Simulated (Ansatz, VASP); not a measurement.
# One calculation of Tc, two programs

```xyz
2
Lattice="2.7400 0.0000 0.0000 -1.3700 2.3729 0.0000 0.0000 0.0000 4.2221" Properties=species:S:1:pos:R:3 pbc="T T T"
Tc    1.3700    0.7910    3.1666
Tc    0.0000    1.5819    1.0555
```

Alike in both runs: functional PBE; k mesh 9 × 9 × 5; occupations fermi-dirac, width 0.05 eV; no spin polarisation.

```csv
,VASP,Ansatz
version,VASP 6.6.1,Ansatz 0.2.0
potentials or method,"VASP PAW PBE potentials, release 64 (Tc_pv)",Ansatz PAW earlier set
plane-wave cutoff (eV),520,500
valence electrons in the cell,26,30
task,single point,band structure
```

|  | VASP | Ansatz | Ansatz less VASP |
| --- | --- | --- | --- |
| gap on the k mesh at the Fermi level (eV) | none | none | - |
| pressure (GPa) | 16.9 | 17.6 | +0.68 |
| traceless stress, the component that is largest in VASP (GPa) | 11.31 | 11.35 | +0.034 |

A gap of «none» marks a metal or a gap that the smearing closes. With one functional, cell and mesh, what is left measures potentials, basis and numerics. VASP's potentials hold 26 valence electrons a cell and Ansatz's 30, so a difference there can come from the potentials and not from the codes.
